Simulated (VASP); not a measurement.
Wanted: the native input for a VASP 6.6.1 run.

```yaml
Task: electric field gradients
Functional: PBEsol
Potentials_or_basis: VASP PAW PBE potentials, release 64 (Mg)
Cutoff: 520 eV
k_mesh: 12 × 12 × 7
Occupations: fermi-dirac, width 0.08 eV
Spin: no spin polarisation
Dipole_correction: no
Further_INCAR_settings: ALGO = Normal; EDIFF = 1e-08; NBANDS = 9
```

The structure of Mg lies in POSCAR:

```
Mg
1.0
    3.2092715325      0.0160463577      0.0160463577
   -1.5907392128      2.7712874960      0.0058733745
    0.0260516500      0.0260516500      5.2103300000
Mg
2
Direct
    0.3333333333      0.6666666667      0.2500000000
    0.6666666667      0.3333333333      0.7500000000
```

This cell differs from its parent crystal: equal xy, yz and zx shear strains of +1 %.

The input as run:

INCAR

```
PREC = Accurate ; ENCUT = 520
EDIFF = 1E-8 ; ISMEAR = -1
SIGMA = 0.08 ; LREAL = F
LASPH = T ; NELM = 60
ALGO = Normal ; ISIF = 2
LWAVE = F ; LCHARG = F
GGA = PS ; LEFG = T
NBANDS = 9
```

KPOINTS

```
Automatic mesh
0
Gamma
  12 12 7
```

Potentials or basis: VASP PAW PBE potentials, release 64 (Mg).

The run is started by

```bash
$ cat potpaw_PBE.64/Mg/POTCAR > POTCAR
$ mpirun -np 1 vasp_std > vasp.out
```

It gave:

```yaml
Pressure: -1.2 GPa
Largest_force: 0.007 eV/Å
Band_gap_on_the_k_mesh: zero (bands 2 and 3 overlap by 2.24 eV)
Largest_electric_field_gradient_by_atom: Mg +1.0 V/Å²
```

Caveat: the cell differs from its parent crystal (equal xy, yz and zx shear strains of +1 %); without QUAD_EFG the Cq values of the log hold for a quadrupole moment of 1 mb, not for the nuclei; the PAW data sets were made with another functional, which shifts forces and pressure a little.

It took 84 s on 1 thread of AMD EPYC 9R45 96-Core Processor (Zen 5) (shared host), peak memory 0.29 GiB.
